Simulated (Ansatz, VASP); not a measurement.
## Two plane-wave programs on AlO

```
Al O
1.0
     3.45127    0.00000    0.00000
     0.00000    3.45127    0.00000
     0.00000    0.00000    4.35287
Al O
2 2
Cartesian
  0.0000 1.7256 0.8345
  1.7256 0.0000 3.5184
  0.0000 0.0000 0.0000
  1.7256 1.7256 0.0000
```

Alike in both runs: functional PBE; k mesh 14 × 14 × 10; occupations gaussian, width 0.1 eV; no spin polarisation.

Ansatz relaxed the structure, and its values are those at the end. VASP's run is a single point on that final structure, the one shown.

|  | VASP | Ansatz |
| --- | --- | --- |
| version | VASP 6.6.1 | Ansatz 0.2.0 |
| potentials or method | VASP PAW PBE potentials, release 64 (Al, O), cutoff 520 eV | scalar-relativistic, plane waves, PAW |
| valence electrons in the cell | 18 | 18 |

|  | VASP | Ansatz | Ansatz less VASP |
| --- | --- | --- | --- |
| gap on the k mesh at the Fermi level (eV) | none | none | - |
| pressure (GPa) | 0.0 | 0.0 | +0.04 |
| rms of the force components (eV/Å) | 0.004 | 0.001 | -0.0026 |

A gap of «none» marks a metal or a gap that the smearing closes. With one functional, cell and mesh, what is left measures potentials, basis and numerics.
